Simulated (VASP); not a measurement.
# TaN (P-6m2) in VASP: notebook

The runs below take TaN through single point, with PBE.

Program: VASP 6.6.1. These are calculated values, not measurements. Logs are shortened: lines on timing, memory, paths and dates and some standing lists are left out, and cuts for length are marked.

### Step 1. The cell of the first run

The structure is hexagonal, space group P-6m2 (No. 187). The conventional cell has a = 2.938 Å, b = 2.938 Å, c = 2.883 Å, α = 90.00°, β = 90.00°, γ = 120.00°. Ta (site symmetry -6m2) has 6 N at 2.23 Å and 8 Ta at 2.88 to 2.94 Å within 3.0 Å. Within 3.0 Å of N (site symmetry -6m2) lie 6 Ta at 2.23 Å and 8 N at 2.88 to 2.94 Å.

### Step 2. Single point, PBE

Contents of INCAR:

```
SYSTEM = TaN
ALGO     = Normal         ! electronic algorithm
EDIFF    = 1E-6           ! SCF threshold, eV
ENCUT    = 600            ! plane-wave cutoff, eV
GGA      = PE             ! functional
GGA_COMPAT= .False.      
ISIF     = 2              ! what is computed and relaxed
ISMEAR   = 0              ! smearing method
LASPH    = .True.         ! aspherical terms in the spheres
LCHARG   = .True.         ! write CHGCAR
LELF     = .True.         ! ELF
LREAL    = .False.        ! projectors in reciprocal space
LVHAR    = .True.       
LWAVE    = .False.        ! write WAVECAR
NBANDS   = 15             ! bands
NELM     = 120            ! most SCF steps
PREC     = Accurate       ! precision mode
SIGMA    = 0.1            ! smearing width, eV
```

Contents of KPOINTS:

```
k-points
0
Gamma
  12 12 10
  0 0 0
```

Contents of POSCAR:

```
TaN
1.0
    2.9380000000      0.0000000000      0.0000000000
   -1.4690000000      2.5443826363      0.0000000000
    0.0000000000      0.0000000000      2.8830000000
Ta N
1 1
Direct
    0.0000000000      0.0000000000      0.5000000000
    0.6666666667      0.3333333333      0.0000000000
```

Potentials or basis: VASP PAW PBE potentials, release 64 (Ta_pv, N).

On the command line:

```
> cat potpaw_PBE.64/Ta_pv/POTCAR potpaw_PBE.64/N/POTCAR > POTCAR
> mpirun -np 1 vasp_std > vasp.out
```

OUTCAR:

```text
SYSTEM = TaN
   EDIFF = 1E-6
   ENCUT = 600
   GGA = PE
   ISIF = 2
   ISMEAR = 0
   LASPH = .True.
   LREAL = .False.
   NELM = 120
   PREC = Accurate

 ion  position               nearest neighbor table
   1  0.000  0.000  0.500-   2 2.23   2 2.23   2 2.23   2 2.23   2 2.23   2 2.23
   2  0.667  0.333  0.000-   1 2.23   1 2.23   1 2.23   1 2.23   1 2.23   1 2.23

  LATTYP: Found a hexagonal cell.
 ALAT       =     2.9380000000
 C/A-ratio  =     0.9812797822

  Lattice vectors:

 A1 = (   2.9380000000,   0.0000000000,   0.0000000000)
 A2 = (  -1.4690000000,   2.5443826363,   0.0000000000)
 A3 = (   0.0000000000,   0.0000000000,   2.8830000000)

Analysis of symmetry for initial positions (statically):
=====================================================================
 Subroutine PRICEL returns:
 Original cell was already a primitive cell.

 Routine SETGRP: Setting up the symmetry group for a
 hexagonal supercell.

 Subroutine GETGRP returns: Found 12 space group operations
 (whereof 12 operations were pure point group operations)
 out of a pool of 24 trial point group operations.

The static configuration has the point symmetry D_3h.

Analysis of symmetry for dynamics (positions and initial velocities):
=====================================================================
 Subroutine PRICEL returns:
 Original cell was already a primitive cell.

 Routine SETGRP: Setting up the symmetry group for a
 hexagonal supercell.

 Subroutine GETGRP returns: Found 12 space group operations
 (whereof 12 operations were pure point group operations)
 out of a pool of 24 trial point group operations.

The dynamic configuration has the point symmetry D_3h.

 Subroutine INISYM returns: Found 12 space group operations
 (whereof 12 operations are pure point group operations),
 and found     1 'primitive' translations

----------------------------------------------------------------------------------------

                                     Primitive cell

  volume of cell :      21.5516

  direct lattice vectors                    reciprocal lattice vectors
     2.938000000  0.000000000  0.000000000     0.340367597  0.196511324  0.000000000
    -1.469000000  2.544382636  0.000000000     0.000000000  0.393022648  0.000000000
     0.000000000  0.000000000  2.883000000     0.000000000  0.000000000  0.346860909

  length of vectors
     2.938000000  2.938000000  2.883000000     0.393022648  0.393022648  0.346860909

  position of ions in fractional coordinates (direct lattice)
     0.000000000  0.000000000  0.500000000
     0.666666667  0.333333333  0.000000000

  ion indices of the primitive-cell ions
   primitive index   ion index
                 1           1
                 2           2

----------------------------------------------------------------------------------------

 KPOINTS: k-points

Automatic generation of k-mesh.
 Grid dimensions read from file:
 generate k-points for:   12   12   10

 Generating k-lattice:

  Cartesian coordinates                     Fractional coordinates (reciprocal lattice)
     0.028363966  0.016375944  0.000000000     0.083333333 -0.000000000  0.000000000
     0.000000000  0.032751887  0.000000000     0.000000000  0.083333333  0.000000000
     0.000000000  0.000000000  0.034686091     0.000000000  0.000000000  0.100000000

  Length of vectors
     0.032751887  0.032751887  0.034686091

  Shift w.r.t. Gamma in fractional coordinates (k-lattice)
     0.000000000  0.000000000  0.000000000

 Subroutine IBZKPT returns following result:
 ===========================================

 Found    114 irreducible k-points:

 Following reciprocal coordinates:
            Coordinates               Weight
  0.000000  0.000000  0.000000      1.000000
  0.083333  0.000000  0.000000      6.000000
  0.166667  0.000000  0.000000      6.000000
  0.250000  0.000000  0.000000      6.000000
  0.333333  0.000000  0.000000      6.000000
  0.416667  0.000000  0.000000      6.000000
[... 16 lines left out ...]
  0.250000  0.000000  0.100000     12.000000
  0.333333  0.000000  0.100000     12.000000
 [... further k-points ...]
   k-points           NKPTS =    114   k-points in BZ     NKDIM =    114   number of bands    NBANDS=     15
   number of dos      NEDOS =    301   number of ions     NIONS =      2
   total plane-waves  NPLWV =  13824
   dimension x,y,z NGX =    24 NGY =   24 NGZ =   24
   dimension x,y,z NGXF=    48 NGYF=   48 NGZF=   48
   ions per type =               1   1
   NGX,Y,Z   is equivalent  to a cutoff of  13.58, 13.58, 13.84 a.u.
   NGXF,Y,Z  is equivalent  to a cutoff of  27.16, 27.16, 27.68 a.u.
 SYSTEM =  TaN
   PREC   = accura    normal or accurate (medium, high low for compatibility)
   ISTART =      0    job   : 0-new  1-cont  2-samecut
   ICHARG =      2    charge: 1-file 2-atom 10-const
   ISPIN  =      1    spin polarized calculation?
   LNONCOLLINEAR =      F non collinear calculations
   LSORBIT =      F    spin-orbit coupling
   LASPH  =      T    aspherical Exc in radial PAW
   ENCUT  =  600.0 eV  44.10 Ry    6.64 a.u.   5.87  5.87  5.76*2*pi/ulx,y,z
   NELM   =    120;   NELMIN=  2; NELMDL= -5     # of ELM steps
   EDIFF  = 0.1E-05   stopping-criterion for ELM
   LREAL  =      F    real-space projection
   EDIFFG = 0.1E-04   stopping-criterion for IOM
   NSW    =      0    number of steps for IOM
   IBRION =     -1    ionic relax: 0-MD 1-quasi-New 2-CG
   NFREE  =      0    steps in history (QN), initial steepest desc. (CG)
   ISIF   =      2    stress and relaxation
   ISYM   =      2    0-nonsym 1-usesym 2-fastsym
   POTIM  = 0.5000    time-step for ionic-motion
   TEBEG  =    0.0;   TEEND  =   0.0 temperature during run
   PSTRESS=    0.0 pullay stress
   NELECT =      16.0000    total number of electrons
   NUPDOWN=      -1.0000    fix difference up-down
   EMIN   =  10.00;   EMAX   =-10.00  energy-range for DOS
   EFERMI =   0.00;   METHOD = LEGACY
   ISMEAR =     0;   SIGMA  =   0.10  broadening in eV -4-tet -1-fermi 0-gaus
   EFERMI_NEDOS =   21; number of points for ismear=-14 and -15
   IALGO  =     38    algorithm
   IMIX   =      4    mixing-type and parameters
     AMIX     =   0.40;   BMIX     =  1.00
     AMIX_MAG =   1.60;   BMIX_MAG =  1.00
  volume/ion in A,a.u.               =      10.78        72.72
  Fermi-wavevector in a.u.,A,eV,Ry     =   1.482365  2.801264 29.897531  2.197407
  Thomas-Fermi vector in A             =   2.596160
   LORBIT       =      0    0 simple, 1 ext, 2 COOP (PROOUT), +10 PAW based schemes
   GGA     = PE    functional components
   LHFCALC =     F    Hartree Fock is set to
   AEXX    =    0.0000 exact exchange contribution
   IVDW    =     0    specifies the selected vdW correction
   LEPSILON=     F    determine dielectric tensor
   LRPA    =     F    only Hartree local field effects (RPA)
 non-spin polarized calculation
 Gauss-broadening in eV      SIGMA  =   0.10
  energy-cutoff  :      600.00
  volume of cell :       21.55
 maximum number of plane-waves:       732
 NGX is ok and might be reduce to    24
   NGX = 11   NGY = 11   NGZ = 11

 number of electron      16.0000001 magnetization

 Free energy of the ion-electron system (eV)
  ---------------------------------------------------
  ext. energy  EPLUGINS =         0.00000000
  ---------------------------------------------------
  free energy    TOTEN  =       -22.44292679 eV

  energy without entropy =      -22.44256448  energy(sigma->0) =      -22.44274563

 E-fermi :   8.3316     XC(G=0): -13.3459

 val. band max:        8.2577341445   @ k =   0.0000   0.0000   0.4000
 cond. band min:       8.3785701719   @ k =   0.3333   0.3333   0.0000
 fundamental gap:      0.1208360275
 Fermi energy:         8.3315678416

 k-point     1 :       0.0000    0.0000    0.0000
  band No.  band energies     occupation
      1     -26.5930      2.00000
      2     -26.3285      2.00000
      3     -26.3285      2.00000
      4      -9.5282      2.00000
      5       3.6895      2.00000
      6       3.6895      2.00000
      7       4.0465      2.00000
      8       5.3261      2.00000
      9      10.4654      0.00000
     10      11.8396      0.00000
     11      11.8396      0.00000
     12      12.2592      0.00000
     13      12.2592      0.00000
     14      21.3561      0.00000
     15      21.6703      0.00000

 k-point     2 :       0.0833    0.0000    0.0000
  band No.  band energies     occupation
      1     -26.5835      2.00000
      2     -26.4033      2.00000
      3     -26.3444      2.00000
      4      -9.3848      2.00000
      5       3.2601      2.00000
      6       3.7980      2.00000
      7       4.2494      2.00000
      8       5.1212      2.00000
      9      10.9785      0.00000
     10      11.5472      0.00000
     11      11.8629      0.00000
     12      12.1855      0.00000
     13      12.4493      0.00000
     14      21.3424      0.00000
     15      21.6618      0.00000

 k-point     3 :       0.1667    0.0000    0.0000
  band No.  band energies     occupation
      1     -26.6029      2.00000
      2     -26.5576      2.00000
      3     -26.3877      2.00000
      4      -8.9897      2.00000
      5       2.3642      2.00000
      6       4.0865      2.00000
      7       4.6199      2.00000
      8       4.7041      2.00000
      9      10.8336      0.00000
     10      11.9749      0.00000
     11      11.9902      0.00000
     12      12.2365      0.00000
     13      12.8688      0.00000
     14      21.3227      0.00000
     15      21.6488      0.00000

 k-point     4 :       0.2500    0.0000    0.0000
  band No.  band energies     occupation
      1     -26.8652      2.00000
      2     -26.5221      2.00000
      3     -26.4462      2.00000
      4      -8.4366      2.00000
      5       1.4224      2.00000
      6       4.0327      2.00000
      7       4.4558      2.00000
      8       5.1363      2.00000
      9      10.4179      0.00000
     10      11.7373      0.00000
     11      12.2631      0.00000
     12      13.2440      0.00000
     13      13.5220      0.00000
     14      21.4543      0.00000
     15      21.6621      0.00000
[... 307 lines left out ...]
 k-point    22 :       0.1667    0.0000    0.1000
  band No.  band energies     occupation
      1     -26.6545      2.00000
      2     -26.5870      2.00000
      3     -26.3796      2.00000
      4      -8.8220      2.00000
      5       2.4578      2.00000
      6       3.5803      2.00000
      7       4.0982      2.00000
      8       5.5916      2.00000
      9      10.6492      0.00000
     10      10.7536      0.00000
     11      12.1069      0.00000
     12      13.0589      0.00000
     13      13.3967      0.00000
     14      21.1941      0.00000
     15      21.6387      0.00000

 k-point    23 :       0.2500    0.0000    0.1000
  band No.  band energies     occupation
      1     -26.8546      2.00000
      2     -26.6080      2.00000
      3     -26.4377      2.00000
      4      -8.3157      2.00000
      5       1.5015      2.00000
      6       3.5024      2.00000
      7       4.3747      2.00000
      8       5.5648      2.00000
      9      10.5495      0.00000
     10      10.9260      0.00000
     11      12.5610      0.00000
     12      13.1277      0.00000
     13      14.4023      0.00000
     14      21.1857      0.00000
     15      21.6335      0.00000

 k-point    24 :       0.3333    0.0000    0.1000
  band No.  band energies     occupation
      1     -27.1030      2.00000
      2     -26.5700      2.00000
      3     -26.4951      2.00000
      4      -7.7942      2.00000
      5       0.7038      2.00000
      6       3.2273      2.00000
      7       4.5897      2.00000
      8       5.5490      2.00000
      9      10.9074      0.00000
     10      11.2422      0.00000
     11      12.8112      0.00000
     12      13.2701      0.00000
     13      15.3394      0.00000
     14      21.3995      0.00000
     15      21.6525      0.00000

 [... further k-points ...]

------------------------ aborting loop because EDIFF is reached ----------------------------------------

  FORCE on cell =-STRESS in cart. coord.  units (eV):
  Direction    XX          YY          ZZ          XY          YZ          ZX
  --------------------------------------------------------------------------------------
  -------------------------------------------------------------------------------------
  Total        0.6543164      0.6543164      0.8236554      0.0000000     -0.0000000      0.0000000
  in kB       48.6429089     48.6429089     61.2318383      0.0000000     -0.0000000      0.0000000
  external PRESSURE =      52.8392187 kB  Pullay stress =       0.0000000 kB

 VOLUME and BASIS-vectors are now :
 -----------------------------------------------------------------------------
  energy-cutoff  :      600.00
  volume of cell :       21.55
      direct lattice vectors                 reciprocal lattice vectors
     2.938000000  0.000000000  0.000000000     0.340367597  0.196511324  0.000000000
    -1.469000000  2.544382636  0.000000000     0.000000000  0.393022648  0.000000000
     0.000000000  0.000000000  2.883000000     0.000000000  0.000000000  0.346860909

 POSITION                                       TOTAL-FORCE (eV/Angst)
 -----------------------------------------------------------------------------------
      0.00000      0.00000      1.44150         0.000000     -0.000000      0.000000
      1.46900      0.84813      0.00000        -0.000000      0.000000      0.000000
 -----------------------------------------------------------------------------------
    total drift:                               -0.000000      0.000000      0.000000

  FREE ENERGIE OF THE ION-ELECTRON SYSTEM (eV)
  ---------------------------------------------------
  free  energy   TOTEN  =       -22.4429267928 eV

  energy  without entropy=      -22.4425644757  energy(sigma->0) =      -22.44274563
```

It took 26 s on 1 thread of AMD EPYC 7R13 (Zen 3), shared host; peak memory 0.14 GiB.

Results:

- Free energy: -22.4429 eV
- Pressure: 5.3 GPa
- Band gap on the k mesh: zero (bands 8 and 9 overlap by 0.50 eV)

Caveat: the cell stands under pressure; spin-orbit coupling is left out, which moves the levels of the heavy elements.

[end of part 1 of 3]
